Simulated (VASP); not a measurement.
# Lu2AlSb2 (Immm) in VASP: single point with PBE

Aim: the single point of Lu2AlSb2 with PBE.

Everything below comes from runs of VASP 6.6.1. Logs are shortened: lines on timing, memory, paths and dates and some standing lists are left out, and cuts for length are marked.

## (1) The cell of the first run

It takes space group Immm (No. 71, orthorhombic). The conventional cell has a = 4.414 Å, b = 6.246 Å, c = 9.284 Å, α = 90.00°, β = 90.00°, γ = 90.00°. Within 4.5 Å of Lu (site symmetry mm2) lie 6 Sb at 3.23 Å and 4 Al at 3.47 to 3.69 Å and 7 Lu at 3.89 to 4.41 Å. Sb (site symmetry m2m) has 2 Sb at 2.63 to 3.61 Å and 2 Al at 2.85 Å and 6 Lu at 3.23 Å within 3.7 Å. Al (site symmetry mmm) has 4 Sb at 2.85 Å and 8 Lu at 3.47 to 3.69 Å within 3.8 Å.

## (2) Single point, PBE

Contents of INCAR:

```
PREC = Accurate
ENCUT = 520
EDIFF = 1E-7
ISMEAR = 1
SIGMA = 0.0161
LREAL = F
LASPH = T
NELM = 100
ALGO = Normal
ISIF = 2
LWAVE = F
LCHARG = F
GGA = PE
NBANDS = 40
```

Contents of KPOINTS:

```
regular mesh
0
Gamma
  7 7 7
```

Contents of POSCAR:

```
Lu2AlSb2
1.0
    0.0000000000      0.0000000000      4.4137410000
    4.6420950000     -3.1230440000      2.2068700000
    4.6420950000      3.1230440000     -2.2068700000
Lu Sb Al
2 2 1
Direct
    0.5000000000      0.7111300000      0.7111300000
    0.5000000000      0.2888700000      0.2888700000
    0.7893000000      0.7107000000      0.2893000000
    0.2107000000      0.2893000000      0.7107000000
    0.0000000000      0.0000000000      0.0000000000
```

Potentials or basis: VASP PAW PBE potentials, release 64 (Lu, Sb, Al).

Run with:

```console
> cat potpaw_PBE.64/Lu/POTCAR potpaw_PBE.64/Sb/POTCAR potpaw_PBE.64/Al/POTCAR > POTCAR
> mpirun -np 1 vasp_std > vasp.out
```

OUTCAR:

```text
PREC = Accurate
   ENCUT = 520
   EDIFF = 1E-7
   ISMEAR = 1
   LREAL = F
   LASPH = T
   NELM = 100
   ISIF = 2
   GGA = PE

 ion  position               nearest neighbor table
   1  0.500  0.711  0.711-   3 3.23   4 3.23   4 3.23   3 3.23   3 3.23   4 3.23   5 3.47   5 3.47

   2  0.500  0.289  0.289-   3 3.23   4 3.23   4 3.23   3 3.23   3 3.23   4 3.23   5 3.47   5 3.47

   3  0.789  0.711  0.289-   4 2.63   5 2.85   5 2.85   2 3.23   1 3.23   2 3.23   1 3.23   1 3.23
                             2 3.23   4 3.61
   4  0.211  0.289  0.711-   3 2.63   5 2.85   5 2.85   1 3.23   2 3.23   1 3.23   2 3.23   2 3.23
                             1 3.23   3 3.61
   5  0.000  0.000  0.000-   3 2.85   4 2.85   3 2.85   4 2.85   2 3.47   1 3.47   2 3.47   1 3.47

  LATTYP: Found a body centered orthorhombic cell.
 ALAT       =     4.4137410000
 B/A-ratio  =     1.4151460179
 C/A-ratio  =     2.1034741277

  Lattice vectors:

 A1 = (  -4.6420950000,   3.1230440000,  -2.2068700000)
 A2 = (  -4.6420950000,  -3.1230440000,   2.2068700000)
 A3 = (   4.6420950000,   3.1230440000,   2.2068710000)

Analysis of symmetry for initial positions (statically):
=====================================================================
 Subroutine PRICEL returns:
 Original cell was already a primitive cell.

 Routine SETGRP: Setting up the symmetry group for a
 body centered orthorhombic supercell.

 Subroutine GETGRP returns: Found  8 space group operations
 (whereof  8 operations were pure point group operations)
 out of a pool of  8 trial point group operations.

The static configuration has the point symmetry D_2h.

Analysis of symmetry for dynamics (positions and initial velocities):
=====================================================================
 Subroutine PRICEL returns:
 Original cell was already a primitive cell.

 Routine SETGRP: Setting up the symmetry group for a
 body centered orthorhombic supercell.

 Subroutine GETGRP returns: Found  8 space group operations
 (whereof  8 operations were pure point group operations)
 out of a pool of  8 trial point group operations.

The dynamic configuration has the point symmetry D_2h.

 Subroutine INISYM returns: Found  8 space group operations
 (whereof  8 operations are pure point group operations),
 and found     1 'primitive' translations

----------------------------------------------------------------------------------------

                                     Primitive cell

  volume of cell :     127.9761

  direct lattice vectors                    reciprocal lattice vectors
     0.000000000  0.000000000  4.413741000     0.000000000  0.160100174  0.226565175
     4.642095000 -3.123044000  2.206870000     0.107709989 -0.160100210  0.000000000
     4.642095000  3.123044000 -2.206870000     0.107709989  0.160100210  0.000000000

  length of vectors
     4.413741000  6.014376527  6.014376527     0.277423582  0.192959889  0.192959889

  position of ions in fractional coordinates (direct lattice)
     0.500000000  0.711130000  0.711130000
     0.500000000  0.288870000  0.288870000
     0.789300000  0.710700000  0.289300000
     0.210700000  0.289300000  0.710700000
     0.000000000  0.000000000  0.000000000

  ion indices of the primitive-cell ions
   primitive index   ion index
                 1           1
                 2           2
                 3           3
                 4           4
                 5           5

----------------------------------------------------------------------------------------

 KPOINTS: regular mesh

Automatic generation of k-mesh.
 Grid dimensions read from file:
 generate k-points for:    7    7    7

 Generating k-lattice:

  Cartesian coordinates                     Fractional coordinates (reciprocal lattice)
     0.000000000  0.022871453  0.032366454     0.142857143  0.000000000 -0.000000000
     0.015387141 -0.022871459  0.000000000     0.000000000  0.142857143  0.000000000
     0.015387141  0.022871459  0.000000000     0.000000000  0.000000000  0.142857143

  Length of vectors
     0.039631940  0.027565698  0.027565698

  Shift w.r.t. Gamma in fractional coordinates (k-lattice)
     0.000000000  0.000000000  0.000000000

 Subroutine IBZKPT returns following result:
 ===========================================

 Found     64 irreducible k-points:

 Following reciprocal coordinates:
            Coordinates               Weight
  0.000000  0.000000  0.000000      1.000000
  0.142857  0.000000 -0.000000      4.000000
  0.285714  0.000000 -0.000000      4.000000
  0.428571  0.000000  0.000000      4.000000
  0.000000  0.142857  0.000000      4.000000
  0.142857  0.142857  0.000000      4.000000
[... 16 lines left out ...]
 -0.428571  0.428571  0.000000      8.000000
 -0.285714  0.428571  0.000000      8.000000
 [... further k-points ...]
   k-points           NKPTS =     64   k-points in BZ     NKDIM =     64   number of bands    NBANDS=     40
   number of dos      NEDOS =    301   number of ions     NIONS =      5
   total plane-waves  NPLWV =  82944
   dimension x,y,z NGX =    36 NGY =   48 NGZ =   48
   dimension x,y,z NGXF=    72 NGYF=   96 NGZF=   96
   ions per type =               2   2   1
   NGX,Y,Z   is equivalent  to a cutoff of  13.56, 13.27, 13.27 a.u.
   NGXF,Y,Z  is equivalent  to a cutoff of  27.12, 26.54, 26.54 a.u.
 SYSTEM =  unknown system
   PREC   = accura    normal or accurate (medium, high low for compatibility)
   ISTART =      0    job   : 0-new  1-cont  2-samecut
   ICHARG =      2    charge: 1-file 2-atom 10-const
   ISPIN  =      1    spin polarized calculation?
   LNONCOLLINEAR =      F non collinear calculations
   LSORBIT =      F    spin-orbit coupling
   LASPH  =      T    aspherical Exc in radial PAW
   ENCUT  =  520.0 eV  38.22 Ry    6.18 a.u.   8.21 11.18 11.18*2*pi/ulx,y,z
   NELM   =    100;   NELMIN=  2; NELMDL= -5     # of ELM steps
   EDIFF  = 0.1E-06   stopping-criterion for ELM
   LREAL  =      F    real-space projection
   EDIFFG = 0.1E-05   stopping-criterion for IOM
   NSW    =      0    number of steps for IOM
   IBRION =     -1    ionic relax: 0-MD 1-quasi-New 2-CG
   NFREE  =      0    steps in history (QN), initial steepest desc. (CG)
   ISIF   =      2    stress and relaxation
   ISYM   =      2    0-nonsym 1-usesym 2-fastsym
   POTIM  = 0.5000    time-step for ionic-motion
   TEBEG  =    0.0;   TEEND  =   0.0 temperature during run
   PSTRESS=    0.0 pullay stress
   NELECT =      63.0000    total number of electrons
   NUPDOWN=      -1.0000    fix difference up-down
   EMIN   =  10.00;   EMAX   =-10.00  energy-range for DOS
   EFERMI =   0.00;   METHOD = LEGACY
   ISMEAR =     1;   SIGMA  =   0.02  broadening in eV -4-tet -1-fermi 0-gaus
   EFERMI_NEDOS =   21; number of points for ismear=-14 and -15
   IALGO  =     38    algorithm
   IMIX   =      4    mixing-type and parameters
     AMIX     =   0.40;   BMIX     =  1.00
     AMIX_MAG =   1.60;   BMIX_MAG =  1.00
  volume/ion in A,a.u.               =      25.60       172.73
  Fermi-wavevector in a.u.,A,eV,Ry     =   1.292643  2.442742 22.734337  1.670927
  Thomas-Fermi vector in A             =   2.424338
   LORBIT       =      0    0 simple, 1 ext, 2 COOP (PROOUT), +10 PAW based schemes
   GGA     = PE    functional components
   LHFCALC =     F    Hartree Fock is set to
   AEXX    =    0.0000 exact exchange contribution
   IVDW    =     0    specifies the selected vdW correction
   LEPSILON=     F    determine dielectric tensor
   LRPA    =     F    only Hartree local field effects (RPA)
 non-spin polarized calculation
 Methfessel and Paxton  Order N= 1 SIGMA  =   0.02
  energy-cutoff  :      520.00
  volume of cell :      127.98
 maximum number of plane-waves:      3468
 NGX is ok and might be reduce to    36
   NGX = 17   NGY = 23   NGZ = 23

 number of electron      63.0000006 magnetization

 Free energy of the ion-electron system (eV)
  ---------------------------------------------------
  ext. energy  EPLUGINS =         0.00000000
  ---------------------------------------------------
  free energy    TOTEN  =       -22.64428650 eV

  energy without entropy =      -22.64423608  energy(sigma->0) =      -22.64426969

 E-fermi :   6.2270     XC(G=0): -10.3855

 val. band max:        6.2072116829   @ k =   0.0000  -0.1429   0.1429
 cond. band min:       6.2313429331   @ k =  -0.4286   0.1429   0.0000
 fundamental gap:      0.0241312502
 Fermi energy:         6.2269760197

 k-point     1 :       0.0000    0.0000    0.0000
  band No.  band energies     occupation
      1     -50.9984      2.00000
      2     -50.9943      2.00000
      3     -21.6885      2.00000
      4     -21.6627      2.00000
      5     -21.6571      2.00000
      6     -21.6346      2.00000
[... 32 lines left out ...]
     39       9.0283      0.00000
     40       9.4466      0.00000

 k-point     2 :       0.1429    0.0000   -0.0000
  band No.  band energies     occupation
      1     -50.9981      2.00000
      2     -50.9945      2.00000
      3     -21.6817      2.00000
      4     -21.6642      2.00000
      5     -21.6565      2.00000
      6     -21.6332      2.00000
[... 32 lines left out ...]
     39       9.2452      0.00000
     40       9.2784      0.00000

 k-point     3 :       0.2857    0.0000   -0.0000
  band No.  band energies     occupation
      1     -50.9973      2.00000
      2     -50.9951      2.00000
      3     -21.6813      2.00000
      4     -21.6707      2.00000
      5     -21.6590      2.00000
      6     -21.6410      2.00000
[... 32 lines left out ...]
     39       9.3474      0.00000
     40       9.4246      0.00000

 k-point     4 :       0.4286    0.0000    0.0000
  band No.  band energies     occupation
      1     -50.9966      2.00000
      2     -50.9956      2.00000
      3     -21.6912      2.00000
      4     -21.6868      2.00000
      5     -21.6663      2.00000
      6     -21.6275      2.00000
[... 32 lines left out ...]
     39       9.0045      0.00000
     40       9.4096      0.00000
[... 772 lines left out ...]
     39       9.8363      0.00000
     40       9.9990      0.00000

 k-point    23 :      -0.4286    0.4286    0.0000
  band No.  band energies     occupation
      1     -50.9966      2.00000
      2     -50.9957      2.00000
      3     -21.6793      2.00000
      4     -21.6692      2.00000
      5     -21.6609      2.00000
      6     -21.6406      2.00000
[... 32 lines left out ...]
     39       9.2305      0.00000
     40       9.9765      0.00000

 k-point    24 :      -0.2857    0.4286    0.0000
  band No.  band energies     occupation
      1     -50.9969      2.00000
      2     -50.9955      2.00000
      3     -21.6853      2.00000
      4     -21.6697      2.00000
      5     -21.6617      2.00000
      6     -21.6379      2.00000
[... 32 lines left out ...]
     39       9.2116      0.00000
     40       9.6353      0.00000

 [... further k-points ...]

------------------------ aborting loop because EDIFF is reached ----------------------------------------

  FORCE on cell =-STRESS in cart. coord.  units (eV):
  Direction    XX          YY          ZZ          XY          YZ          ZX
  --------------------------------------------------------------------------------------
  -------------------------------------------------------------------------------------
  Total       -6.1646353      7.9274947     -2.3231596      0.0000000      0.0000013      0.0000000
  in kB      -77.1771975     99.2470432    -29.0844376      0.0000000      0.0000159      0.0000000
  external PRESSURE =      -2.3381973 kB  Pullay stress =       0.0000000 kB

 VOLUME and BASIS-vectors are now :
 -----------------------------------------------------------------------------
  energy-cutoff  :      520.00
  volume of cell :      127.98
      direct lattice vectors                 reciprocal lattice vectors
     0.000000000  0.000000000  4.413741000     0.000000000  0.160100174  0.226565175
     4.642095000 -3.123044000  2.206870000     0.107709989 -0.160100210  0.000000000
     4.642095000  3.123044000 -2.206870000     0.107709989  0.160100210  0.000000000

 POSITION                                       TOTAL-FORCE (eV/Angst)
 -----------------------------------------------------------------------------------
      6.60227      0.00000      2.20687         0.360102      0.000000      0.000000
      2.68192      0.00000      2.20687        -0.360102      0.000000      0.000000
      4.64210     -1.31605      4.41374         0.000000     -2.553255     -0.000000
      4.64210      1.31605      0.00000         0.000000      2.553255      0.000000
      0.00000      0.00000      0.00000         0.000000      0.000000      0.000000
 -----------------------------------------------------------------------------------
    total drift:                                0.000000     -0.000000      0.000000

  FREE ENERGIE OF THE ION-ELECTRON SYSTEM (eV)
  ---------------------------------------------------
  free  energy   TOTEN  =       -22.6442864959 eV

  energy  without entropy=      -22.6442360797  energy(sigma->0) =      -22.64426969
```

Run time: 2.6 min. Hardware: 1 thread of Intel Xeon 6975P-C (Granite Rapids), shared host; peak memory 0.49 GiB.

Results:

* Free energy: -22.6443 eV
* Pressure: -0.2 GPa
* Largest force: 2.553 eV/Å
* Band gap on the k mesh: zero (an odd number of electrons rules out a gap without spin polarisation)

Forces on the atoms (eV/Å):
```
Lu   0.360  0.000  0.000
Lu  -0.360  0.000  0.000
Sb   0.000 -2.553  0.000
Sb   0.000  2.553  0.000
Al   0.000  0.000  0.000
```

Levels at points of the mesh, in eV from the Fermi level:
```
           k point  band 28  band 29  band 30  band 31  band 32  band 33  band 34  band 35
(0.00, 0.00, 0.00)    -2.53    -2.21    -2.09    -1.80    -0.37     1.14     1.39     1.97
```

Caveat: the stress differs along the axes, from -8 to 10 GPa; spin-orbit coupling is left out, which moves the levels of the heavy elements; forces of over 1 eV/Å act on the atoms, so gaps and moduli don't describe the material at rest.

The gap in the log of VASP goes by the Fermi energy; the results here count the filled bands.